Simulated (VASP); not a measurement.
A run of VASP 6.6.1 is set up as follows.

File INCAR:

```
SYSTEM = C2N3
  ALGO = Normal
  EDIFF = 1E-6
  ENCUT = 520
  GGA = PE
  ISIF = 2
  ISMEAR = 0
  LASPH = .True.
  LCHARG = .True.
  LELF = .True.
  LREAL = .False.
  LVHAR = .True.
  LWAVE = .False.
  NBANDS = 34
  NELM = 100
  PREC = Accurate
  SIGMA = 0.01
```

File KPOINTS:

```
k-points
0
Gamma
  6 6 4
  0 0 0
```

File POSCAR:

```
C2N3
1.0
    7.6858721249      0.0000000000      0.0000000000
   -3.8429360624      6.6561605104      0.0000000000
    0.0000000000      0.0000000000      7.9435860351
C N
4 6
Direct
    0.3333333333      0.6666666667      0.0865295839
    0.3333333333      0.6666666667      0.9134704161
    0.6666666667      0.3333333333      0.0865295839
    0.6666666667      0.3333333333      0.9134704161
    0.0000000000      0.0000000000      0.5693538963
    0.0000000000      0.0000000000      0.4306461037
    0.3333333333      0.6666666667      0.2334069801
    0.3333333333      0.6666666667      0.7665930199
    0.6666666667      0.3333333333      0.2334069801
    0.6666666667      0.3333333333      0.7665930199
```

Potentials or basis: VASP PAW PBE potentials, release 64 (C, N).

The run is started by

```sh
$ cat potpaw_PBE.64/C/POTCAR potpaw_PBE.64/N/POTCAR > POTCAR
$ mpirun -np 1 vasp_std > vasp.out
```

Q: What does it give for the largest force?

A: 1.744 eV/Å.

Q: What does it give for the pressure?

A: 0.4 GPa.

Forces in eV/Å, atoms in the order of the input:
```
C    0.000  0.000 -0.409
C    0.000  0.000  0.409
C    0.000  0.000 -0.409
C    0.000  0.000  0.409
N    0.000  0.000  1.744
N    0.000  0.000 -1.744
N    0.000  0.000  0.364
N    0.000  0.000 -0.364
N    0.000  0.000  0.364
N    0.000  0.000 -0.364
```

Caveat: the standard files for N, O and F lose accuracy on very short bonds; this functional lacks dispersion, which holds the molecules together, so the pressure and a relaxed volume are unreliable; forces of over 1 eV/Å act on the atoms, so gaps and moduli don't describe the material at rest.
